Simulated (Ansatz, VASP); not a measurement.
# One calculation of CoO, two programs

```
Co O
1.0
     2.66125    0.00000    0.00000
     0.00000    2.66125    0.00000
     0.00000    0.00000    5.32250
Co O
2 2
Direct
  0.00000 0.00000 0.00000
  0.00000 0.00000 0.50000
  0.50000 0.50000 0.25000
  0.50000 0.50000 0.75000
```

Alike in both runs: task single point; functional PBE; k mesh 10 × 10 × 5; occupations gaussian, width 0.02 eV; collinear spin; Hubbard terms Co d U = 3.32 eV.

|  | VASP | Ansatz |
| --- | --- | --- |
| version | VASP 6.6.1 | Ansatz 0.2.0 |
| potentials or method | VASP PAW PBE potentials, release 64 (Co_sv, O), cutoff 700 eV | scalar-relativistic, plane waves, PAW |
| valence electrons in the cell | 46 | 46 |

```tsv
	VASP	Ansatz	Ansatz less VASP
gap on the k mesh at the Fermi level (eV)	1.45	1.40	-0.057
least direct gap on the mesh (eV)	2.04	2.00	-0.041
pressure (GPa)	-5.5	-2.9	+2.58
net moment per atom (μB)	0.00	0.00	0.000
size of the moment on the site where the two differ most (μB)	2.58	2.55	-0.028
```

Site moments also hang on the region over which each program counts them. The programs project onto different local orbitals, so the same U acts differently, and such runs can settle in different states.
